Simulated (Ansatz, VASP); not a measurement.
# Sc: VASP beside Ansatz

```
CELL_PARAMETERS angstrom
3.32807 0.00000 0.00000
-1.66404 2.88219 0.00000
0.00000 0.00000 5.21215
ATOMIC_POSITIONS crystal
Sc 0.33333 0.66667 0.25000
Sc 0.66667 0.33333 0.75000
```

Alike in both runs: task single point; functional r2SCAN; k mesh 7 × 7 × 4; occupations fermi-dirac, width 0.1 eV; no spin polarisation.

```csv
,VASP,Ansatz
version,VASP 6.6.1,Ansatz 0.2.0
potentials or method,"VASP PAW PBE potentials, release 64 (Sc_sv), cutoff 520 eV","plane waves (500 eV) with PAW, scalar-relativistic"
valence electrons in the cell,22,22
```

|  | VASP | Ansatz | Ansatz less VASP |
| --- | --- | --- | --- |
| pressure (GPa) | 0.1 | -0.1 | -0.19 |
| traceless stress, the component that is largest in VASP (GPa) | -0.19 | -0.20 | -0.003 |

VASP's potentials were made for PBE, not for r2SCAN.
